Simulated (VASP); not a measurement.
# AlN (e600) (F-43m) in VASP: a series of runs

The runs below take AlN (e600) through single point, relaxation of cell and atoms, with PBEsol.

All numbers are computed with VASP 6.6.1; they aren't measurements. Logs are shortened: lines on timing, memory, paths and dates and some standing lists are left out, and cuts for length are marked.

## Step 1: The cell of the first run

Symmetry: F-43m, No. 216, cubic system. The conventional cell has a = 4.377 Å, b = 4.377 Å, c = 4.377 Å, α = 90.00°, β = 90.00°, γ = 90.00°. Within 2.5 Å of Al (site symmetry -43m) lie 4 N at 1.90 Å. N (site symmetry -43m) has 4 Al at 1.90 Å within 2.5 Å.

## Step 2: Single point, PBEsol

Input file INCAR:

```
PREC = Accurate
ENCUT = 600
EDIFF = 1E-6
ISMEAR = 0
SIGMA = 0.02
LREAL = F
LASPH = T
NELM = 120
ALGO = Normal
ISIF = 2
LWAVE = F
LCHARG = F
GGA = PS
NBANDS = 11
GGA_COMPAT = F
```

Input file KPOINTS:

```
Automatic mesh
0
Gamma
  8 8 8
```

Input file POSCAR:

```
AlN
1.0
    0.0000000000      2.1886332073      2.1886332073
    2.1886332073      0.0000000000      2.1886332073
    2.1886332073      2.1886332073      0.0000000000
Al N
1 1
Direct
    0.0000000000      0.0000000000      0.0000000000
    0.2500000000      0.2500000000      0.2500000000
```

Potentials or basis: VASP PAW PBE potentials, release 64 (Al, N).

Started as:

```bash
$ cat potpaw_PBE.64/Al/POTCAR potpaw_PBE.64/N/POTCAR > POTCAR
$ mpirun -np 1 vasp_std > vasp.out
```

OUTCAR:

```text
PREC = Accurate
   ENCUT = 600
   EDIFF = 1E-6
   ISMEAR = 0
   LREAL = F
   LASPH = T
   NELM = 120
   ISIF = 2
   GGA = PS

 ion  position               nearest neighbor table
   1  0.000  0.000  0.000-   2 1.90   2 1.90   2 1.90   2 1.90
   2  0.250  0.250  0.250-   1 1.90   1 1.90   1 1.90   1 1.90

  LATTYP: Found a face centered cubic cell.
 ALAT       =     4.3772664146

  Lattice vectors:

 A1 = (   0.0000000000,   2.1886332073,   2.1886332073)
 A2 = (   2.1886332073,   0.0000000000,   2.1886332073)
 A3 = (   2.1886332073,   2.1886332073,   0.0000000000)

Analysis of symmetry for initial positions (statically):
=====================================================================
 Subroutine PRICEL returns:
 Original cell was already a primitive cell.

 Routine SETGRP: Setting up the symmetry group for a
 face centered cubic supercell.

 Subroutine GETGRP returns: Found 24 space group operations
 (whereof 24 operations were pure point group operations)
 out of a pool of 48 trial point group operations.

The static configuration has the point symmetry T_d .

Analysis of symmetry for dynamics (positions and initial velocities):
=====================================================================
 Subroutine PRICEL returns:
 Original cell was already a primitive cell.

 Routine SETGRP: Setting up the symmetry group for a
 face centered cubic supercell.

 Subroutine GETGRP returns: Found 24 space group operations
 (whereof 24 operations were pure point group operations)
 out of a pool of 48 trial point group operations.

The dynamic configuration has the point symmetry T_d .

 Subroutine INISYM returns: Found 24 space group operations
 (whereof 24 operations are pure point group operations),
 and found     1 'primitive' translations

----------------------------------------------------------------------------------------

                                     Primitive cell

  volume of cell :      20.9676

  direct lattice vectors                    reciprocal lattice vectors
     0.000000000  2.188633207  2.188633207    -0.228453081  0.228453081  0.228453081
     2.188633207  0.000000000  2.188633207     0.228453081 -0.228453081  0.228453081
     2.188633207  2.188633207  0.000000000     0.228453081  0.228453081 -0.228453081

  length of vectors
     3.095194765  3.095194765  3.095194765     0.395692344  0.395692344  0.395692344

  position of ions in fractional coordinates (direct lattice)
     0.000000000  0.000000000  0.000000000
     0.250000000  0.250000000  0.250000000

  ion indices of the primitive-cell ions
   primitive index   ion index
                 1           1
                 2           2

----------------------------------------------------------------------------------------

 KPOINTS: Automatic mesh

Automatic generation of k-mesh.
 Grid dimensions read from file:
 generate k-points for:    8    8    8

 Generating k-lattice:

  Cartesian coordinates                     Fractional coordinates (reciprocal lattice)
    -0.028556635  0.028556635  0.028556635     0.125000000  0.000000000  0.000000000
     0.028556635 -0.028556635  0.028556635     0.000000000  0.125000000  0.000000000
     0.028556635  0.028556635 -0.028556635     0.000000000  0.000000000  0.125000000

  Length of vectors
     0.049461543  0.049461543  0.049461543

  Shift w.r.t. Gamma in fractional coordinates (k-lattice)
     0.000000000  0.000000000  0.000000000

 Subroutine IBZKPT returns following result:
 ===========================================

 Found     29 irreducible k-points:

 Following reciprocal coordinates:
            Coordinates               Weight
  0.000000  0.000000  0.000000      1.000000
  0.125000  0.000000  0.000000      8.000000
  0.250000  0.000000  0.000000      8.000000
  0.375000  0.000000  0.000000      8.000000
  0.500000  0.000000  0.000000      4.000000
  0.125000  0.125000  0.000000      6.000000
[... 16 lines left out ...]
  0.500000  0.250000  0.125000     48.000000
 -0.375000  0.250000  0.125000     24.000000
 [... further k-points ...]
   k-points           NKPTS =     29   k-points in BZ     NKDIM =     29   number of bands    NBANDS=     11
   number of dos      NEDOS =    301   number of ions     NIONS =      2
   total plane-waves  NPLWV =  21952
   dimension x,y,z NGX =    28 NGY =   28 NGZ =   28
   dimension x,y,z NGXF=    56 NGYF=   56 NGZF=   56
   ions per type =               1   1
   NGX,Y,Z   is equivalent  to a cutoff of  15.04, 15.04, 15.04 a.u.
   NGXF,Y,Z  is equivalent  to a cutoff of  30.08, 30.08, 30.08 a.u.
 SYSTEM =  unknown system
   PREC   = accura    normal or accurate (medium, high low for compatibility)
   ISTART =      0    job   : 0-new  1-cont  2-samecut
   ICHARG =      2    charge: 1-file 2-atom 10-const
   ISPIN  =      1    spin polarized calculation?
   LNONCOLLINEAR =      F non collinear calculations
   LSORBIT =      F    spin-orbit coupling
   LASPH  =      T    aspherical Exc in radial PAW
   ENCUT  =  600.0 eV  44.10 Ry    6.64 a.u.   6.18  6.18  6.18*2*pi/ulx,y,z
   NELM   =    120;   NELMIN=  2; NELMDL= -5     # of ELM steps
   EDIFF  = 0.1E-05   stopping-criterion for ELM
   LREAL  =      F    real-space projection
   EDIFFG = 0.1E-04   stopping-criterion for IOM
   NSW    =      0    number of steps for IOM
   IBRION =     -1    ionic relax: 0-MD 1-quasi-New 2-CG
   NFREE  =      0    steps in history (QN), initial steepest desc. (CG)
   ISIF   =      2    stress and relaxation
   ISYM   =      2    0-nonsym 1-usesym 2-fastsym
   POTIM  = 0.5000    time-step for ionic-motion
   TEBEG  =    0.0;   TEEND  =   0.0 temperature during run
   PSTRESS=    0.0 pullay stress
   NELECT =       8.0000    total number of electrons
   NUPDOWN=      -1.0000    fix difference up-down
   EMIN   =  10.00;   EMAX   =-10.00  energy-range for DOS
   EFERMI =   0.00;   METHOD = LEGACY
   ISMEAR =     0;   SIGMA  =   0.02  broadening in eV -4-tet -1-fermi 0-gaus
   EFERMI_NEDOS =   21; number of points for ismear=-14 and -15
   IALGO  =     38    algorithm
   IMIX   =      4    mixing-type and parameters
     AMIX     =   0.40;   BMIX     =  1.00
     AMIX_MAG =   1.60;   BMIX_MAG =  1.00
  volume/ion in A,a.u.               =      10.48        70.75
  Fermi-wavevector in a.u.,A,eV,Ry     =   1.187377  2.243817 19.182355  1.409863
  Thomas-Fermi vector in A             =   2.323529
   LORBIT       =      0    0 simple, 1 ext, 2 COOP (PROOUT), +10 PAW based schemes
   GGA     = PS    functional components
   LHFCALC =     F    Hartree Fock is set to
   AEXX    =    0.0000 exact exchange contribution
   IVDW    =     0    specifies the selected vdW correction
   LEPSILON=     F    determine dielectric tensor
   LRPA    =     F    only Hartree local field effects (RPA)
 non-spin polarized calculation
 Gauss-broadening in eV      SIGMA  =   0.02
  energy-cutoff  :      600.00
  volume of cell :       20.97
 maximum number of plane-waves:       725
 NGX is ok and might be reduce to    28
   NGX = 13   NGY = 13   NGZ = 13

 number of electron       7.9999999 magnetization

 Free energy of the ion-electron system (eV)
  ---------------------------------------------------
  ext. energy  EPLUGINS =         0.00000000
  ---------------------------------------------------
  free energy    TOTEN  =       -15.61290985 eV

  energy without entropy =      -15.61290985  energy(sigma->0) =      -15.61290985

 E-fermi :   5.9845     XC(G=0): -11.1014

 val. band max:        5.8181883944   @ k =   0.0000   0.0000   0.0000
 cond. band min:       9.0021957600   @ k =   0.5000   0.5000   0.0000
 fundamental gap:      3.1840073656
 Fermi energy:         5.9845202463

 k-point     1 :       0.0000    0.0000    0.0000
  band No.  band energies     occupation
      1      -9.1037      2.00000
      2       5.8182      2.00000
      3       5.8182      2.00000
      4       5.8182      2.00000
      5       9.8952      0.00000
      6      18.2247      0.00000
      7      18.2247      0.00000
      8      18.2247      0.00000
      9      23.3548      0.00000
     10      23.3548      0.00000
     11      24.6947      0.00000

 k-point     2 :       0.1250    0.0000    0.0000
  band No.  band energies     occupation
      1      -8.8755      2.00000
      2       4.6271      2.00000
      3       5.7393      2.00000
      4       5.7393      2.00000
      5      10.8425      0.00000
      6      17.6490      0.00000
      7      18.3968      0.00000
      8      18.3968      0.00000
      9      21.8011      0.00000
     10      21.8011      0.00000
     11      23.6271      0.00000

 k-point     3 :       0.2500    0.0000    0.0000
  band No.  band energies     occupation
      1      -8.2488      2.00000
      2       2.5392      2.00000
      3       5.5616      2.00000
      4       5.5616      2.00000
      5      12.1504      0.00000
      6      16.6351      0.00000
      7      17.9916      0.00000
      8      17.9916      0.00000
      9      21.9231      0.00000
     10      21.9231      0.00000
     11      22.8262      0.00000

 k-point     4 :       0.3750    0.0000    0.0000
  band No.  band energies     occupation
      1      -7.4539      2.00000
      2       0.7117      2.00000
      3       5.3998      2.00000
      4       5.3998      2.00000
      5      12.8562      0.00000
      6      15.8507      0.00000
      7      17.1514      0.00000
      8      17.1514      0.00000
      9      23.1151      0.00000
     10      23.9390      0.00000
     11      23.9390      0.00000

 k-point     5 :       0.5000    0.0000    0.0000
  band No.  band energies     occupation
      1      -7.0384      2.00000
      2      -0.0683      2.00000
      3       5.3368      2.00000
      4       5.3368      2.00000
      5      13.0473      0.00000
      6      15.5412      0.00000
      7      16.8141      0.00000
      8      16.8141      0.00000
      9      23.5623      0.00000
     10      25.7004      0.00000
     11      25.7004      0.00000
[... 211 lines left out ...]
 k-point    21 :       0.5000    0.5000    0.0000
  band No.  band energies     occupation
      1      -6.3981      2.00000
      2       0.8911      2.00000
      3       4.0357      2.00000
      4       4.0357      2.00000
      5       9.0022      0.00000
      6      14.2625      0.00000
      7      19.6057      0.00000
      8      21.3661      0.00000
      9      21.3661      0.00000
     10      29.1583      0.00000
     11      29.5871      0.00000

 k-point    22 :       0.3750    0.2500    0.1250
  band No.  band energies     occupation
      1      -7.7444      2.00000
      2       2.2360      2.00000
      3       4.3308      2.00000
      4       5.2124      2.00000
      5      12.5037      0.00000
      6      16.1918      0.00000
      7      16.5094      0.00000
      8      18.9437      0.00000
      9      20.2989      0.00000
     10      24.7476      0.00000
     11      27.2434      0.00000

 k-point    23 :       0.5000    0.2500    0.1250
  band No.  band energies     occupation
      1      -7.0583      2.00000
      2       1.1716      2.00000
      3       3.7349      2.00000
      4       4.8814      2.00000
      5      12.7339      0.00000
      6      15.3011      0.00000
      7      17.1996      0.00000
      8      18.5484      0.00000
      9      21.6791      0.00000
     10      25.2606      0.00000
     11      27.3675      0.00000

 k-point    24 :      -0.3750    0.2500    0.1250
  band No.  band energies     occupation
      1      -6.7162      2.00000
      2       0.6476      2.00000
      3       3.5799      2.00000
      4       4.6932      2.00000
      5      12.7883      0.00000
      6      14.9177      0.00000
      7      17.8333      0.00000
      8      18.3522      0.00000
      9      22.8029      0.00000
     10      24.3908      0.00000
     11      27.6268      0.00000

 [... further k-points ...]
[... 5 lines left out ...]
  --------------------------------------------------------------------------------------
  -------------------------------------------------------------------------------------
  Total       -0.0139701     -0.0139701     -0.0139701      0.0000000      0.0000000      0.0000000
  in kB       -1.0674808     -1.0674808     -1.0674808      0.0000000      0.0000000      0.0000000
  external PRESSURE =      -1.0674808 kB  Pullay stress =       0.0000000 kB

 VOLUME and BASIS-vectors are now :
 -----------------------------------------------------------------------------
  energy-cutoff  :      600.00
  volume of cell :       20.97
      direct lattice vectors                 reciprocal lattice vectors
     0.000000000  2.188633207  2.188633207    -0.228453081  0.228453081  0.228453081
     2.188633207  0.000000000  2.188633207     0.228453081 -0.228453081  0.228453081
     2.188633207  2.188633207  0.000000000     0.228453081  0.228453081 -0.228453081

 POSITION                                       TOTAL-FORCE (eV/Angst)
 -----------------------------------------------------------------------------------
      0.00000      0.00000      0.00000        -0.000000     -0.000000     -0.000000
      1.09432      1.09432      1.09432         0.000000      0.000000      0.000000
 -----------------------------------------------------------------------------------
    total drift:                                0.000000      0.000000      0.000000

  FREE ENERGIE OF THE ION-ELECTRON SYSTEM (eV)
  ---------------------------------------------------
  free  energy   TOTEN  =       -15.6129098472 eV

  energy  without entropy=      -15.6129098472  energy(sigma->0) =      -15.61290985
```

Run time: 5.9 s. Hardware: 1 thread of AMD EPYC 9R45 (Zen 5), shared host; peak memory 0.12 GiB.

What came out:

* Free energy: -15.6129 eV
* Pressure: -0.1 GPa
* Band gap on the k mesh: 3.18 eV, indirect (least direct gap 4.08 eV)

Levels at points of the mesh, in eV from the valence-band top:
| k point | band 1 | band 2 | band 3 | band 4 | band 5 | band 6 | band 7 | band 8 | band 9 |
| --- | --- | --- | --- | --- | --- | --- | --- | --- | --- |
| (0.00, 0.00, 0.00) | -14.92 | 0.00 | 0.00 | 0.00 | 4.08 | 12.41 | 12.41 | 12.41 | 17.54 |
| (0.50, 0.00, 0.00) | -12.86 | -5.89 | -0.48 | -0.48 | 7.23 | 9.72 | 11.00 | 11.00 | 17.74 |
| (0.50, 0.50, 0.00) | -12.22 | -4.93 | -1.78 | -1.78 | 3.18 | 8.44 | 13.79 | 15.55 | 15.55 |

Caveat: the PAW data sets were made with another functional, which shifts forces and pressure a little.

## Step 3: Single point, PBEsol

Edit INCAR of step 2 so:

```diff
@@ -4,3 +4,3 @@
 ISMEAR = 0
-SIGMA = 0.02
+SIGMA = 0.01
 LREAL = F
```

KPOINTS is that of step 2.

POSCAR is that of step 2.

Potentials or basis: VASP PAW PBE potentials, release 64 (Al, N).

Started as:

```bash
$ cat potpaw_PBE.64/Al/POTCAR potpaw_PBE.64/N/POTCAR > POTCAR
$ mpirun -np 1 vasp_std > vasp.out
```

Run time: 6.1 s. Hardware: 1 thread of AMD EPYC 9R45 (Zen 5), shared host; peak memory 0.12 GiB.

The run converged. Its results:

| Property | Result |
| --- | --- |
| Free energy | -15.6129 eV |
| Pressure | -0.1 GPa |
| Band gap on the k mesh | 3.18 eV, indirect (least direct gap 4.08 eV) |

Levels at points of the mesh, in eV from the valence-band top:
```tsv
k point	band 2	band 3	band 4	band 5	band 6	band 7
(0.00, 0.00, 0.00)	0.00	0.00	0.00	4.08	12.41	12.41
(0.50, 0.00, 0.00)	-5.89	-0.48	-0.48	7.23	9.72	11.00
(0.50, 0.50, 0.00)	-4.93	-1.78	-1.78	3.18	8.44	13.79
```

Caveat: the PAW data sets were made with another functional, which shifts forces and pressure a little. A k mesh can miss the band edges.

## Step 4: Single point, PBEsol

Input file INCAR:

```
SYSTEM = AlN
PREC = Accurate
ENCUT = 600
EDIFF = 1E-6
ISMEAR = 0
SIGMA = 0.01
LREAL = .FALSE.
LASPH = .TRUE.
NELM = 120
ALGO = Normal
ISIF = 2
LWAVE = .FALSE.
LCHARG = .TRUE.
GGA = PS
LELF = .TRUE.
LVHAR = .TRUE.
NBANDS = 11
GGA_COMPAT = .FALSE.
```

Input file KPOINTS:

```
Automatic mesh
0
G
  8 8 8
  0 0 0
```

POSCAR is that of step 3.

Started as:

```bash
$ cat potpaw_PBE.64/Al/POTCAR potpaw_PBE.64/N/POTCAR > POTCAR
$ mpirun -np 1 vasp_std > vasp.out
```

Run time: 6.7 s. Hardware: 1 thread of AMD EPYC 9R45 (Zen 5), shared host; peak memory 0.12 GiB.

It converged, with:

| Item | Value |
| --- | --- |
| Free energy | -15.6129 eV |
| Pressure | -0.1 GPa |
| Band gap on the k mesh | 3.18 eV, indirect (least direct gap 4.08 eV) |

Levels at points of the mesh, in eV from the valence-band top:
| k point | band 2 | band 3 | band 4 | band 5 | band 6 | band 7 |
| --- | --- | --- | --- | --- | --- | --- |
| (0.00, 0.00, 0.00) | 0.00 | 0.00 | 0.00 | 4.08 | 12.41 | 12.41 |
| (0.50, 0.00, 0.00) | -5.89 | -0.48 | -0.48 | 7.23 | 9.72 | 11.00 |
| (0.50, 0.50, 0.00) | -4.93 | -1.78 | -1.78 | 3.18 | 8.44 | 13.79 |

Caveat: the PAW data sets were made with another functional, which shifts forces and pressure a little.

## Step 5: Relaxation of cell and atoms, PBEsol

Input file INCAR:

```
  PREC = Accurate
  ENCUT = 600
  EDIFF = 1E-7
  ISMEAR = 0
  SIGMA = 0.02
  LREAL = False
  LASPH = True
  NELM = 120
  ALGO = Normal
  ISIF = 3
  LWAVE = False
  LCHARG = False
  GGA = PS
  IBRION = 2
  NSW = 100
  EDIFFG = -0.002
  GGA_COMPAT = False
  NELMIN = 4
```

Input file KPOINTS:

```
regular mesh
0
Gamma
  8 8 8
```

Input file POSCAR:

```
AlN
1.0
    0.0000000000      2.1900000000      2.1900000000
    2.1900000000      0.0000000000      2.1900000000
    2.1900000000      2.1900000000      0.0000000000
Al N
1 1
Direct
    0.0000000000      0.0000000000      0.0000000000
    0.2500000000      0.2500000000      0.2500000000
```

Started as:

```bash
$ cat potpaw_PBE.64/Al/POTCAR potpaw_PBE.64/N/POTCAR > POTCAR
$ mpirun -np 1 vasp_std > vasp.out
```

Run time: 9.8 s. Hardware: 1 thread of AMD EPYC 9R45 (Zen 5), shared host; peak memory 0.12 GiB.

Results (log left out):

* Free energy: -15.6129 eV
* Relaxed volume: 10.48 Å³/atom
* Relaxed cell: a = 3.095 Å, b = 3.095 Å, c = 3.095 Å, α = 60.00°, β = 60.00°, γ = 60.00°
* Space group after relaxing (to 0.05 Å): F-43m (No. 216)
* Energy gained by relaxing: 0.0 meV/atom
* Ionic steps: 3
* Pressure after relaxing: 0.0 GPa
* Band gap on the k mesh: 3.18 eV, indirect (least direct gap 4.08 eV)

Final structure:
```
Al N
1.0
     0.00000    2.18827    2.18827
     2.18827    0.00000    2.18827
     2.18827    2.18827    0.00000
Al N
1 1
Cartesian
  0.0000 0.0000 0.0000
  1.0941 1.0941 1.0941
```

Levels at points of the mesh, in eV from the valence-band top:
| k point | band 2 | band 3 | band 4 | band 5 | band 6 | band 7 |
| --- | --- | --- | --- | --- | --- | --- |
| (0.00, 0.00, 0.00) | 0.00 | 0.00 | 0.00 | 4.08 | 12.41 | 12.41 |
| (0.50, 0.00, 0.00) | -5.89 | -0.48 | -0.48 | 7.23 | 9.73 | 11.00 |
| (0.50, 0.50, 0.00) | -4.93 | -1.78 | -1.78 | 3.18 | 8.45 | 13.79 |

Caveat: the PAW data sets were made with another functional, which shifts forces and pressure a little. As with any semilocal functional, this PBEsol gap is likely too small.

## Step 6: Overview

| task | cell | smearing | gap on the mesh (eV) | pressure (GPa) |
| --- | --- | --- | --- | --- |
| single point | a = 3.095 Å, angles 60.0°, 2 atoms | gaussian 0.02 eV | 3.18 | -0.1 |
| single point | a = 3.095 Å, angles 60.0°, 2 atoms | gaussian 0.01 eV | 3.18 | -0.1 |
| relaxation of cell and atoms | relaxed from a = 3.097 Å, angles 60.0°, 2 atoms | gaussian 0.02 eV | 3.18 | 0.0 |

Alike in all rows: level PBEsol; potentials or basis VASP PAW PBE potentials, release 64 (Al, N); no spin polarisation; k mesh 8 × 8 × 8; cutoff (eV) 600.

Caveats: the PAW data sets were made with another functional, which shifts forces and pressure a little.

Total energies depend on the potentials used, so only differences within one code and one set of settings carry meaning.
